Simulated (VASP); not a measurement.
# La3AlN (Pm-3m) in VASP: further runs, part 2 of 2

VASP 6.6.1.

## Step 3: Electric field gradients, LDA

INCAR reads:

```
SYSTEM = La3AlN
PREC = Accurate
ENCUT = 520
EDIFF = 1E-8
ISMEAR = -1
SIGMA = 0.08
LREAL = .FALSE.
LASPH = .TRUE.
NELM = 100
ALGO = Normal
ISIF = 2
LWAVE = .FALSE.
LCHARG = .FALSE.
LEFG = .TRUE.
NBANDS = 28
```

KPOINTS reads:

```
regular mesh
0
G
  6 6 6
  0 0 0
```

POSCAR reads:

```
La3AlN
1.0
    5.0975180767      0.0000000000      0.0000000000
    0.0000000000      5.0975180767      0.0000000000
    0.0000000000      0.0000000000      5.0975180767
La Al N
3 1 1
Direct
    0.5000000000      0.5000000000      0.0000000000
    0.0000000000      0.5000000000      0.5000000000
    0.5000000000      0.0000000000      0.5000000000
    0.0000000000      0.0000000000      0.0000000000
    0.5000000000      0.5000000000      0.5000000000
```

Potentials or basis: VASP PAW LDA potentials, release 64 (La, Al, N).

The run is started by

```sh
> cat potpaw_LDA.64/La/POTCAR potpaw_LDA.64/Al/POTCAR potpaw_LDA.64/N/POTCAR > POTCAR
> mpirun -np 1 vasp_std > vasp.out
```

OUTCAR:

```text
SYSTEM = La3AlN
   PREC = Accurate
   ENCUT = 520
   EDIFF = 1E-8
   ISMEAR = -1
   LREAL = .FALSE.
   LASPH = .TRUE.
   NELM = 100
   ISIF = 2

 ion  position               nearest neighbor table
   1  0.500  0.500  0.000-   5 2.55   5 2.55   2 3.60   2 3.60   3 3.60   3 3.60   3 3.60   3 3.60
                             2 3.60   2 3.60
   2  0.000  0.500  0.500-   5 2.55   5 2.55   1 3.60   1 3.60   3 3.60   1 3.60   3 3.60   3 3.60
                             1 3.60   3 3.60
   3  0.500  0.000  0.500-   5 2.55   5 2.55   1 3.60   1 3.60   1 3.60   2 3.60   2 3.60   1 3.60
                             2 3.60   2 3.60
   4  0.000  0.000  0.000-
   5  0.500  0.500  0.500-   1 2.55   2 2.55   3 2.55   1 2.55   3 2.55   2 2.55

  LATTYP: Found a simple cubic cell.
 ALAT       =     5.0975180767

  Lattice vectors:

 A1 = (   5.0975180767,   0.0000000000,   0.0000000000)
 A2 = (   0.0000000000,   5.0975180767,   0.0000000000)
 A3 = (   0.0000000000,   0.0000000000,   5.0975180767)

Analysis of symmetry for initial positions (statically):
=====================================================================
 Subroutine PRICEL returns:
 Original cell was already a primitive cell.

 Routine SETGRP: Setting up the symmetry group for a
[... 822 lines left out ...]
 -----------------------------------------------------------------------------------
    total drift:                                0.000000     -0.000000     -0.000000

  FREE ENERGIE OF THE ION-ELECTRON SYSTEM (eV)
  ---------------------------------------------------
  free  energy   TOTEN  =       -33.9323263272 eV

  energy  without entropy=      -33.8628317936  energy(sigma->0) =      -33.89757906

 Electric field gradients (V/A^2)
---------------------------------------------------------------------
 ion       V_xx      V_yy      V_zz      V_xy      V_xz      V_yz
---------------------------------------------------------------------
   1     144.632   144.632  -289.265    -0.000     0.000     0.000
   2    -289.265   144.632   144.632    -0.000     0.000     0.000
   3     144.632  -289.265   144.632    -0.000     0.000    -0.000
   4       0.000     0.000    -0.000     0.000     0.000     0.000
   5       0.000    -0.000     0.000    -0.000     0.000     0.000
---------------------------------------------------------------------

 Electric field gradients after diagonalization (V/A^2)
 (convention: |V_zz| > |V_xx| > |V_yy|)
----------------------------------------------------------------------
 ion       V_xx      V_yy      V_zz     asymmetry (V_yy - V_xx)/ V_zz
----------------------------------------------------------------------
   1     144.632   144.632  -289.265       0.000
   2     144.632   144.632  -289.265       0.000
   3     144.632   144.632  -289.265       0.000
   4       0.000     0.000    -0.000       0.315
   5       0.000    -0.000     0.000      -0.326
----------------------------------------------------------------------

           NMR quadrupolar parameters

 Cq : quadrupolar parameter    Cq=e*Q*V_zz/h
 eta: asymmetry parameters     (V_yy - V_xx)/ V_zz
 Q  : nuclear electric quadrupole moment in mb (millibarn)
----------------------------------------------------------------------
 ion       Cq(MHz)       eta       Q (mb)
----------------------------------------------------------------------
   1      -0.699       0.000       1.000
   2      -0.699       0.000       1.000
   3      -0.699       0.000       1.000
   4      -0.000       0.315       1.000
   5       0.000      -0.326       1.000
----------------------------------------------------------------------
```

OSZICAR:

```text
N       E                     dE             d eps       ncg     rms          rms(c)
DAV:   1     0.496917052904E+03    0.49692E+03   -0.14190E+04  1120   0.194E+03
DAV:   2     0.768432847318E+02   -0.42007E+03   -0.41107E+03  1696   0.373E+02
DAV:   3    -0.226175263460E+02   -0.99461E+02   -0.97739E+02  1864   0.203E+02
DAV:   4    -0.366743598150E+02   -0.14057E+02   -0.13900E+02  2176   0.849E+01
DAV:   5    -0.378783505850E+02   -0.12040E+01   -0.11972E+01  2192   0.271E+01    0.107E+01
DAV:   6    -0.341581451538E+02    0.37202E+01   -0.37594E+01  1888   0.262E+01    0.567E+00
DAV:   7    -0.339849545523E+02    0.17319E+00   -0.46862E+00  1968   0.165E+01    0.267E+00
DAV:   8    -0.339502863704E+02    0.34668E-01   -0.62669E-01  2120   0.502E+00    0.910E-01
DAV:   9    -0.339324428749E+02    0.17843E-01   -0.18909E-01  2104   0.212E+00    0.327E-01
DAV:  10    -0.339324866225E+02   -0.43748E-04   -0.26433E-02  2040   0.947E-01    0.144E-01
DAV:  11    -0.339323009573E+02    0.18567E-03   -0.35913E-03  2088   0.343E-01    0.496E-02
DAV:  12    -0.339323249724E+02   -0.24015E-04   -0.32106E-04  2152   0.121E-01    0.120E-02
DAV:  13    -0.339323262411E+02   -0.12688E-05   -0.25390E-05  2144   0.441E-02    0.433E-03
DAV:  14    -0.339323263502E+02   -0.10901E-06   -0.44794E-06  2240   0.133E-02    0.318E-03
DAV:  15    -0.339323263248E+02    0.25324E-07   -0.61995E-07  2144   0.628E-03    0.536E-04
DAV:  16    -0.339323263272E+02   -0.23515E-08   -0.55059E-08  1600   0.165E-03
   1 F= -.33932326E+02 E0= -.33897579E+02  d E =-.694945E-01
```

It took 2.3 min on 1 thread of AMD EPYC 7R43 (Zen 3), shared host; peak memory 0.2 GiB.

Results:

- Free energy: -33.9323 eV
- Pressure: -4.4 GPa

Electric field gradients, principal values (V/Å²):
| atom | least | middle | greatest (by size) |
| --- | --- | --- | --- |
| 1 La | 144.632 | 144.632 | -289.265 |
| 2 La | 144.632 | 144.632 | -289.265 |
| 3 La | 144.632 | 144.632 | -289.265 |
| 4 Al | 0.000 | 0.000 | 0.000 |
| 5 N | 0.000 | 0.000 | 0.000 |

Caveat: without QUAD_EFG the Cq values of the log hold for a quadrupole moment of 1 mb, not for the nuclei; spin-orbit coupling is left out, which moves the levels of the heavy elements.

## Step 4: Electric field gradients, LDA, collinear spin, ferrimagnetic start

INCAR reads:

```
SYSTEM = La3AlN
ALGO     = Normal         ! electronic algorithm
EDIFF    = 1E-8           ! SCF threshold, eV
ENCUT    = 520            ! plane-wave cutoff, eV
ISIF     = 2              ! what is computed and relaxed
ISMEAR   = 0              ! smearing method
ISPIN    = 2              ! spin polarisation
LASPH    = .True.         ! aspherical terms in the spheres
LCHARG   = .False.        ! write CHGCAR
LEFG     = .True.       
LMAXMIX  = 6              ! l up to which the mixer works
LORBIT   = 11             ! projections on sites
LREAL    = .False.        ! projectors in reciprocal space
LWAVE    = .False.        ! write WAVECAR
MAGMOM   = 1 -2 0.5 4 4   ! initial moments
NBANDS   = 32             ! bands
NELM     = 150            ! most SCF steps
PREC     = Accurate       ! precision mode
SIGMA    = 0.01           ! smearing width, eV
```

KPOINTS reads:

```
k-points
0
Gamma
  6 6 6
  0 0 0
```

POSCAR is that of step 3.

Potentials or basis: VASP PAW LDA potentials, release 64 (La, Al, N).

The run is started by

```sh
> cat potpaw_LDA.64/La/POTCAR potpaw_LDA.64/Al/POTCAR potpaw_LDA.64/N/POTCAR > POTCAR
> mpirun -np 1 vasp_std > vasp.out
```

OUTCAR:

```text
SYSTEM = La3AlN
   EDIFF = 1E-8
   ENCUT = 520
   ISIF = 2
   ISMEAR = 0
   ISPIN = 2
   LASPH = .True.
   LORBIT = 11
   LREAL = .False.
   NELM = 150
   PREC = Accurate

 ion  position               nearest neighbor table
   1  0.500  0.500  0.000-   5 2.55   5 2.55   2 3.60   2 3.60   3 3.60   3 3.60   3 3.60   3 3.60
                             2 3.60   2 3.60
   2  0.000  0.500  0.500-   5 2.55   5 2.55   1 3.60   1 3.60   3 3.60   1 3.60   3 3.60   3 3.60
                             1 3.60   3 3.60
   3  0.500  0.000  0.500-   5 2.55   5 2.55   1 3.60   1 3.60   1 3.60   2 3.60   2 3.60   1 3.60
                             2 3.60   2 3.60
   4  0.000  0.000  0.000-
   5  0.500  0.500  0.500-   1 2.55   2 2.55   3 2.55   1 2.55   3 2.55   2 2.55

  LATTYP: Found a simple cubic cell.
 ALAT       =     5.0975180767

  Lattice vectors:

 A1 = (   5.0975180767,   0.0000000000,   0.0000000000)
 A2 = (   0.0000000000,   5.0975180767,   0.0000000000)
 A3 = (   0.0000000000,   0.0000000000,   5.0975180767)

Analysis of symmetry for initial positions (statically):
=====================================================================
 Subroutine PRICEL returns:
 Original cell was already a primitive cell.

 Routine SETGRP: Setting up the symmetry group for a
 simple cubic supercell.

 Subroutine GETGRP returns: Found 48 space group operations
 (whereof 48 operations were pure point group operations)
 out of a pool of 48 trial point group operations.

The static configuration has the point symmetry O_h .

Analysis of symmetry for dynamics (positions and initial velocities):
=====================================================================
 Subroutine PRICEL returns:
 Original cell was already a primitive cell.

 Routine SETGRP: Setting up the symmetry group for a
 simple cubic supercell.
[... 1890 lines left out ...]
      2.54876      2.54876      0.00000         0.000000      0.000000      0.000000
      0.00000      2.54876      2.54876         0.000000      0.000000      0.000000
      2.54876      0.00000      2.54876         0.000000      0.000000      0.000000
      0.00000      0.00000      0.00000         0.000000      0.000000      0.000000
      2.54876      2.54876      2.54876         0.000000      0.000000      0.000000
 -----------------------------------------------------------------------------------
    total drift:                                0.000000     -0.000000     -0.000000

  FREE ENERGIE OF THE ION-ELECTRON SYSTEM (eV)
  ---------------------------------------------------
  free  energy   TOTEN  =       -33.8889722455 eV

  energy  without entropy=      -33.8884245573  energy(sigma->0) =      -33.88869840

 Electric field gradients (V/A^2)
---------------------------------------------------------------------
 ion       V_xx      V_yy      V_zz      V_xy      V_xz      V_yz
---------------------------------------------------------------------
   1     144.499   144.499  -288.998    -0.000    -0.000     0.000
   2    -288.998   144.499   144.499    -0.000    -0.000    -0.000
   3     144.499  -288.998   144.499    -0.000    -0.000     0.000
   4      -0.000     0.000     0.000    -0.000     0.000     0.000
   5      -0.000     0.000     0.000    -0.000    -0.000    -0.000
---------------------------------------------------------------------

 Electric field gradients after diagonalization (V/A^2)
 (convention: |V_zz| > |V_xx| > |V_yy|)
----------------------------------------------------------------------
 ion       V_xx      V_yy      V_zz     asymmetry (V_yy - V_xx)/ V_zz
----------------------------------------------------------------------
   1     144.499   144.499  -288.998       0.000
   2     144.499   144.499  -288.998       0.000
   3     144.499   144.499  -288.998       0.000
   4       0.000     0.000    -0.000       0.324
   5       0.000     0.000    -0.000       0.263
----------------------------------------------------------------------

           NMR quadrupolar parameters

 Cq : quadrupolar parameter    Cq=e*Q*V_zz/h
 eta: asymmetry parameters     (V_yy - V_xx)/ V_zz
 Q  : nuclear electric quadrupole moment in mb (millibarn)
----------------------------------------------------------------------
 ion       Cq(MHz)       eta       Q (mb)
----------------------------------------------------------------------
   1      -0.699       0.000       1.000
   2      -0.699       0.000       1.000
   3      -0.699       0.000       1.000
   4      -0.000       0.324       1.000
   5      -0.000       0.263       1.000
----------------------------------------------------------------------

 total charge

# of ion       s       p       d       f       tot
--------------------------------------------------
    1        2.052   5.611   0.806   0.156   8.624
    2        2.052   5.611   0.806   0.156   8.624
    3        2.052   5.611   0.806   0.156   8.624
    4        0.446   0.325   0.000   0.000   0.772
    5        1.253   2.345   0.000   0.000   3.598
--------------------------------------------------
tot          7.854  19.503   2.418   0.468  30.242

 magnetization (x)

# of ion       s       p       d       f       tot
--------------------------------------------------
    1        0.001   0.001   0.028   0.005   0.034
    2        0.001   0.001   0.028   0.005   0.034
    3        0.001   0.001   0.028   0.005   0.034
    4       -0.001  -0.001   0.000   0.000  -0.002
    5       -0.000  -0.001   0.000   0.000  -0.001
--------------------------------------------------
tot          0.002  -0.001   0.084   0.014   0.098
```

OSZICAR:

```text
N       E                     dE             d eps       ncg     rms          rms(c)
DAV:   1     0.502477754786E+03    0.50248E+03   -0.13808E+04  8200   0.172E+03
DAV:   2     0.807414460046E+02   -0.42174E+03   -0.40679E+03 11392   0.323E+02
[... 13 lines left out ...]
DAV:  16    -0.338889692038E+02   -0.45941E-04   -0.49234E-05 14944   0.543E-02    0.956E-03
DAV:  17    -0.338889722149E+02   -0.30112E-05   -0.59199E-06 15792   0.143E-02    0.359E-03
DAV:  18    -0.338889718102E+02    0.40471E-06   -0.16425E-06 14896   0.719E-03    0.364E-03
DAV:  19    -0.338889722041E+02   -0.39385E-06   -0.45017E-07 13760   0.404E-03    0.110E-03
DAV:  20    -0.338889722437E+02   -0.39604E-07   -0.78985E-08 12504   0.176E-03    0.308E-04
DAV:  21    -0.338889722455E+02   -0.18485E-08   -0.50988E-09  7528   0.102E-03
   1 F= -.33888972E+02 E0= -.33888698E+02  d E =-.547688E-03  mag=     0.2205
```

It took 22 min on 1 thread of AMD EPYC 7R43 (Zen 3), shared host; peak memory 0.48 GiB.

Results:

```yaml
Free_energy: -33.8890 eV
Pressure: -4.4 GPa
Net_moment: 0.22 μB per cell
Site_moments: La +0.03; Al -0.00; N -0.00 μB
Valence_electrons_inside_the_program's_atomic_spheres: La 8.62; Al 0.77; N 3.60
```

Levels at points of the mesh, in eV from the Fermi level:
Spin up:
```tsv
k point	band 18	band 19	band 20	band 21	band 22	band 23
(0.00, 0.00, 0.00)	-0.98	-0.98	-0.85	-0.85	-0.85	0.83
(0.50, 0.00, 0.00)	-1.69	-0.62	-0.62	-0.46	0.52	1.01
(0.00, 0.50, 0.00)	-1.69	-0.62	-0.62	-0.46	0.52	1.01
(0.00, 0.00, 0.50)	-1.69	-0.62	-0.62	-0.46	0.52	1.01
(0.50, 0.50, 0.00)	-1.25	-1.14	-1.14	1.08	1.08	1.17
(0.00, 0.50, 0.50)	-1.25	-1.14	-1.14	1.08	1.08	1.17
(0.50, 0.00, 0.50)	-1.25	-1.14	-1.14	1.08	1.08	1.17
(0.50, 0.50, 0.50)	0.31	0.31	0.31	0.70	0.70	0.70
```
Spin down:
```
           k point  band 16  band 17  band 18  band 19  band 20  band 21  band 22  band 23  band 24  band 25
(0.00, 0.00, 0.00)    -1.44    -1.44    -0.92    -0.92    -0.82    -0.82    -0.82     0.84     0.84     0.84
(0.50, 0.00, 0.00)    -2.30    -1.68    -1.68    -0.59    -0.59    -0.43     0.57     1.03     1.50     1.58
(0.00, 0.50, 0.00)    -2.30    -1.68    -1.68    -0.59    -0.59    -0.43     0.57     1.03     1.50     1.58
(0.00, 0.00, 0.50)    -2.30    -1.68    -1.68    -0.59    -0.59    -0.43     0.57     1.03     1.50     1.58
(0.50, 0.50, 0.00)    -3.79    -1.95    -1.22    -1.11    -1.11     1.10     1.10     1.21     1.21     1.46
(0.00, 0.50, 0.50)    -3.79    -1.95    -1.22    -1.11    -1.11     1.10     1.10     1.21     1.21     1.46
(0.50, 0.00, 0.50)    -3.79    -1.95    -1.22    -1.11    -1.11     1.10     1.10     1.21     1.21     1.46
(0.50, 0.50, 0.50)    -4.14    -4.14     0.34     0.34     0.34     0.73     0.73     0.73     1.54     1.54
```

Electric field gradients, principal values (V/Å²):
```tsv
atom	least	middle	greatest (by size)
1 La	144.499	144.499	-288.998
2 La	144.499	144.499	-288.998
3 La	144.499	144.499	-288.998
4 Al	0.000	0.000	0.000
5 N	0.000	0.000	0.000
```

Caveat: without QUAD_EFG the Cq values of the log hold for a quadrupole moment of 1 mb, not for the nuclei; spin-orbit coupling is left out, which moves the levels of the heavy elements.
